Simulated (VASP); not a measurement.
# Be (P6_3/mmc) in VASP: a series of runs

Be is run at these levels: PBE; tasks: single point.

Program: VASP 6.6.1. These are calculated values, not measurements. Logs are shortened: lines on timing, memory, paths and dates and some standing lists are left out, and cuts for length are marked.

### 1 The cell of the first run

It takes space group P6_3/mmc (No. 194, hexagonal). The conventional cell has a = 2.285 Å, b = 2.285 Å, c = 3.584 Å, α = 90.00°, β = 90.00°, γ = 120.00°. Within 2.9 Å of Be (site symmetry -6m2) lie 12 Be at 2.23 to 2.29 Å.

### 2 Single point, PBE

Input file INCAR:

```
ALGO     = Normal         # electronic algorithm
EDIFF    = 1E-7           # SCF threshold, eV
ENCUT    = 520            # plane-wave cutoff, eV
GGA      = PE             # functional
ISIF     = 2              # what is computed and relaxed
ISMEAR   = 0              # smearing method
LASPH    = T              # aspherical terms in the spheres
LCHARG   = F              # write CHGCAR
LREAL    = F              # projectors in reciprocal space
LWAVE    = F              # write WAVECAR
NBANDS   = 9              # bands
NELM     = 100            # most SCF steps
PREC     = Accurate       # precision mode
SIGMA    = 0.05           # smearing width, eV
```

Input file KPOINTS:

```
k-points
0
Gamma
  18 18 10
```

Input file POSCAR:

```
Be
1.0
    2.2853000000      0.0000000000      0.0000000000
   -1.1426500000      1.9791278553      0.0000000000
    0.0000000000      0.0000000000      3.5842000000
Be
2
Direct
    0.3333333333      0.6666666667      0.2500000000
    0.6666666667      0.3333333333      0.7500000000
```

Potentials or basis: VASP PAW PBE potentials, release 64 (Be).

Command:

```console
cat potpaw_PBE.64/Be/POTCAR > POTCAR
mpirun -np 1 vasp_std > vasp.out
```

OUTCAR:

```text
EDIFF = 1E-7
   ENCUT = 520
   GGA = PE
   ISIF = 2
   ISMEAR = 0
   LASPH = T
   LREAL = F
   NELM = 100
   PREC = Accurate

 ion  position               nearest neighbor table
   1  0.333  0.667  0.250-   2 2.23   2 2.23   2 2.23   2 2.23   2 2.23   2 2.23
   2  0.667  0.333  0.750-   1 2.23   1 2.23   1 2.23   1 2.23   1 2.23   1 2.23

  LATTYP: Found a hexagonal cell.
 ALAT       =     2.2853000000
 C/A-ratio  =     1.5683717674

  Lattice vectors:

 A1 = (   2.2853000000,   0.0000000000,   0.0000000000)
 A2 = (  -1.1426500000,   1.9791278553,   0.0000000000)
 A3 = (   0.0000000000,   0.0000000000,   3.5842000000)

Analysis of symmetry for initial positions (statically):
=====================================================================
 Subroutine PRICEL returns:
 Original cell was already a primitive cell.

 Routine SETGRP: Setting up the symmetry group for a
 hexagonal supercell.

 Subroutine GETGRP returns: Found 24 space group operations
 (whereof 12 operations were pure point group operations)
 out of a pool of 24 trial point group operations.

The static configuration has the point symmetry D_3d.
 The point group associated with its full space group is D_6h.

Analysis of symmetry for dynamics (positions and initial velocities):
=====================================================================
 Subroutine PRICEL returns:
 Original cell was already a primitive cell.

 Routine SETGRP: Setting up the symmetry group for a
 hexagonal supercell.

 Subroutine GETGRP returns: Found 24 space group operations
 (whereof 12 operations were pure point group operations)
 out of a pool of 24 trial point group operations.

The dynamic configuration has the point symmetry D_3d.
 The point group associated with its full space group is D_6h.

 Subroutine INISYM returns: Found 24 space group operations
 (whereof 12 operations are pure point group operations),
 and found     1 'primitive' translations

----------------------------------------------------------------------------------------

                                     Primitive cell

  volume of cell :      16.2110

  direct lattice vectors                    reciprocal lattice vectors
     2.285300000  0.000000000  0.000000000     0.437579311  0.252636533  0.000000000
    -1.142650000  1.979127855  0.000000000     0.000000000  0.505273066  0.000000000
     0.000000000  0.000000000  3.584200000     0.000000000  0.000000000  0.279002288

  length of vectors
     2.285300000  2.285300000  3.584200000     0.505273066  0.505273066  0.279002288

  position of ions in fractional coordinates (direct lattice)
     0.333333333  0.666666667  0.250000000
     0.666666667  0.333333333  0.750000000

  ion indices of the primitive-cell ions
   primitive index   ion index
                 1           1
                 2           2

----------------------------------------------------------------------------------------

 KPOINTS: k-points

Automatic generation of k-mesh.
 Grid dimensions read from file:
 generate k-points for:   18   18   10

 Generating k-lattice:

  Cartesian coordinates                     Fractional coordinates (reciprocal lattice)
     0.024309962  0.014035363  0.000000000     0.055555556 -0.000000000  0.000000000
     0.000000000  0.028070726  0.000000000     0.000000000  0.055555556  0.000000000
     0.000000000  0.000000000  0.027900229     0.000000000  0.000000000  0.100000000

  Length of vectors
     0.028070726  0.028070726  0.027900229

  Shift w.r.t. Gamma in fractional coordinates (k-lattice)
     0.000000000  0.000000000  0.000000000

 Subroutine IBZKPT returns following result:
 ===========================================

 Found    222 irreducible k-points:

 Following reciprocal coordinates:
            Coordinates               Weight
  0.000000  0.000000  0.000000      1.000000
  0.055556  0.000000  0.000000      6.000000
  0.111111  0.000000  0.000000      6.000000
  0.166667  0.000000  0.000000      6.000000
  0.222222  0.000000  0.000000      6.000000
  0.277778  0.000000  0.000000      6.000000
[... 16 lines left out ...]
  0.333333  0.111111  0.000000     12.000000
  0.388889  0.111111  0.000000     12.000000
 [... further k-points ...]
   k-points           NKPTS =    222   k-points in BZ     NKDIM =    222   number of bands    NBANDS=      9
   number of dos      NEDOS =    301   number of ions     NIONS =      2
   total plane-waves  NPLWV =   9072
   dimension x,y,z NGX =    18 NGY =   18 NGZ =   28
   dimension x,y,z NGXF=    36 NGYF=   36 NGZF=   56
   ions per type =               2
   NGX,Y,Z   is equivalent  to a cutoff of  13.09, 13.09, 12.99 a.u.
   NGXF,Y,Z  is equivalent  to a cutoff of  26.19, 26.19, 25.97 a.u.
 SYSTEM =  unknown system
   PREC   = accura    normal or accurate (medium, high low for compatibility)
   ISTART =      0    job   : 0-new  1-cont  2-samecut
   ICHARG =      2    charge: 1-file 2-atom 10-const
   ISPIN  =      1    spin polarized calculation?
   LNONCOLLINEAR =      F non collinear calculations
   LSORBIT =      F    spin-orbit coupling
   LASPH  =      T    aspherical Exc in radial PAW
   ENCUT  =  520.0 eV  38.22 Ry    6.18 a.u.   4.25  4.25  6.66*2*pi/ulx,y,z
   NELM   =    100;   NELMIN=  2; NELMDL= -5     # of ELM steps
   EDIFF  = 0.1E-06   stopping-criterion for ELM
   LREAL  =      F    real-space projection
   EDIFFG = 0.1E-05   stopping-criterion for IOM
   NSW    =      0    number of steps for IOM
   IBRION =     -1    ionic relax: 0-MD 1-quasi-New 2-CG
   NFREE  =      0    steps in history (QN), initial steepest desc. (CG)
   ISIF   =      2    stress and relaxation
   ISYM   =      2    0-nonsym 1-usesym 2-fastsym
   POTIM  = 0.5000    time-step for ionic-motion
   TEBEG  =    0.0;   TEEND  =   0.0 temperature during run
   PSTRESS=    0.0 pullay stress
   NELECT =       4.0000    total number of electrons
   NUPDOWN=      -1.0000    fix difference up-down
   EMIN   =  10.00;   EMAX   =-10.00  energy-range for DOS
   EFERMI =   0.00;   METHOD = LEGACY
   ISMEAR =     0;   SIGMA  =   0.05  broadening in eV -4-tet -1-fermi 0-gaus
   EFERMI_NEDOS =   21; number of points for ismear=-14 and -15
   IALGO  =     38    algorithm
   IMIX   =      4    mixing-type and parameters
     AMIX     =   0.40;   BMIX     =  1.00
     AMIX_MAG =   1.60;   BMIX_MAG =  1.00
  volume/ion in A,a.u.               =       8.11        54.70
  Fermi-wavevector in a.u.,A,eV,Ry     =   1.026814  1.940397 14.345258  1.054347
  Thomas-Fermi vector in A             =   2.160726
   LORBIT       =      0    0 simple, 1 ext, 2 COOP (PROOUT), +10 PAW based schemes
   GGA     = PE    functional components
   LHFCALC =     F    Hartree Fock is set to
   AEXX    =    0.0000 exact exchange contribution
   IVDW    =     0    specifies the selected vdW correction
   LEPSILON=     F    determine dielectric tensor
   LRPA    =     F    only Hartree local field effects (RPA)
 non-spin polarized calculation
 Gauss-broadening in eV      SIGMA  =   0.05
  energy-cutoff  :      520.00
  volume of cell :       16.21
 maximum number of plane-waves:       454
 NGX is ok and might be reduce to    18
   NGX =  9   NGY =  9   NGZ = 13

 number of electron       4.0000000 magnetization

 Free energy of the ion-electron system (eV)
  ---------------------------------------------------
  ext. energy  EPLUGINS =         0.00000000
  ---------------------------------------------------
  free energy    TOTEN  =        -7.52620506 eV

  energy without entropy =       -7.52578857  energy(sigma->0) =       -7.52599682

 E-fermi :   6.9718     XC(G=0): -10.5238

 val. band max:        6.8904448112   @ k =   0.2778   0.1111   0.0000
 cond. band min:       6.9798122713   @ k =   0.3333   0.2778   0.2000
 fundamental gap:      0.0893674601
 Fermi energy:         6.9718364791

 k-point     1 :       0.0000    0.0000    0.0000
  band No.  band energies     occupation
      1      -4.3916      2.00000
      2       2.5070      2.00000
      3       7.9188      0.00000
      4      22.4297      0.00000
      5      22.4297      0.00000
      6      25.2484      0.00000
      7      25.2484      0.00000
      8      27.4102      0.00000
      9      33.4655      0.00000

 k-point     2 :       0.0556    0.0000    0.0000
  band No.  band energies     occupation
      1      -4.3038      2.00000
      2       2.6209      2.00000
      3       7.9464      0.00000
      4      21.7067      0.00000
      5      21.8872      0.00000
      6      25.2557      0.00000
      7      25.5389      0.00000
      8      27.2406      0.00000
      9      32.0118      0.00000

 k-point     3 :       0.1111    0.0000    0.0000
  band No.  band energies     occupation
      1      -4.0405      2.00000
      2       2.9625      2.00000
      3       8.0233      0.00000
      4      19.9456      0.00000
      5      20.7980      0.00000
      6      25.1976      0.00000
      7      25.8294      0.00000
      8      26.6519      0.00000
      9      29.9068      0.00000

 k-point     4 :       0.1667    0.0000    0.0000
  band No.  band energies     occupation
      1      -3.6013      2.00000
      2       3.5306      2.00000
      3       8.1247      0.00000
      4      17.7798      0.00000
      5      19.6419      0.00000
      6      24.9031      0.00000
      7      25.4499      0.00000
      8      25.6992      0.00000
      9      27.8191      0.00000
[... 205 lines left out ...]
 k-point    22 :       0.2778    0.1111    0.0000
  band No.  band energies     occupation
      1      -0.9659      2.00000
      2       6.8904      1.97867
      3       7.5773      0.00000
      4      12.2893      0.00000
      5      15.2736      0.00000
      6      18.9479      0.00000
      7      21.0882      0.00000
      8      23.4185      0.00000
      9      26.5090      0.00000

 k-point    23 :       0.3333    0.1111    0.0000
  band No.  band energies     occupation
      1       0.1555      2.00000
      2       6.3556      2.00000
      3       8.2944      0.00000
      4      12.0408      0.00000
      5      14.5337      0.00000
      6      16.6810      0.00000
      7      19.9276      0.00000
      8      23.0591      0.00000
      9      25.8047      0.00000

 k-point    24 :       0.3889    0.1111    0.0000
  band No.  band energies     occupation
      1       1.3783      2.00000
      2       4.8938      2.00000
      3       9.7902      0.00000
      4      12.3229      0.00000
      5      13.8679      0.00000
      6      14.6332      0.00000
      7      19.1626      0.00000
      8      22.8363      0.00000
      9      25.4050      0.00000

 [... further k-points ...]

------------------------ aborting loop because EDIFF is reached ----------------------------------------

  FORCE on cell =-STRESS in cart. coord.  units (eV):
  Direction    XX          YY          ZZ          XY          YZ          ZX
  --------------------------------------------------------------------------------------
  -------------------------------------------------------------------------------------
  Total       -0.3646300     -0.3646300     -0.1111405      0.0000000      0.0000000      0.0000000
  in kB      -36.0374141    -36.0374141    -10.9843351      0.0000000      0.0000000      0.0000000
  external PRESSURE =     -27.6863877 kB  Pullay stress =       0.0000000 kB

 VOLUME and BASIS-vectors are now :
 -----------------------------------------------------------------------------
  energy-cutoff  :      520.00
  volume of cell :       16.21
      direct lattice vectors                 reciprocal lattice vectors
     2.285300000  0.000000000  0.000000000     0.437579311  0.252636533  0.000000000
    -1.142650000  1.979127855  0.000000000     0.000000000  0.505273066  0.000000000
     0.000000000  0.000000000  3.584200000     0.000000000  0.000000000  0.279002288

 POSITION                                       TOTAL-FORCE (eV/Angst)
 -----------------------------------------------------------------------------------
     -0.00000      1.31942      0.89605         0.000000     -0.000000      0.000000
      1.14265      0.65971      2.68815        -0.000000      0.000000      0.000000
 -----------------------------------------------------------------------------------
    total drift:                                0.000000     -0.000000      0.000000

  FREE ENERGIE OF THE ION-ELECTRON SYSTEM (eV)
  ---------------------------------------------------
  free  energy   TOTEN  =        -7.5262050629 eV

  energy  without entropy=       -7.5257885702  energy(sigma->0) =       -7.52599682
```

Wall time 23 s (1 thread of Intel Xeon Platinum 8259CL at 2.50GHz (Skylake/Cascade Lake), shared host); peak memory 0.14 GiB.

What came out:

- Free energy: -7.5262 eV
- Pressure: -2.8 GPa
- Band gap on the k mesh: zero (band 2 reaches 7.88 eV, above the bottom of band 3 at 5.73 eV)

Levels at points of the mesh, in eV from the Fermi level:
| k point | band 1 | band 2 | band 3 | band 4 | band 5 |
| --- | --- | --- | --- | --- | --- |
| (0.00, 0.00, 0.00) | -11.36 | -4.46 | 0.95 | 15.46 | 15.46 |
| (0.50, 0.00, 0.00) | -5.08 | -3.28 | 3.43 | 6.27 | 6.49 |
| (0.00, 0.00, 0.50) | -9.21 | -9.21 | 10.47 | 10.47 | 17.09 |
| (0.50, 0.00, 0.50) | -3.71 | -3.71 | 1.33 | 1.33 | 11.60 |

[end of part 1 of 2]
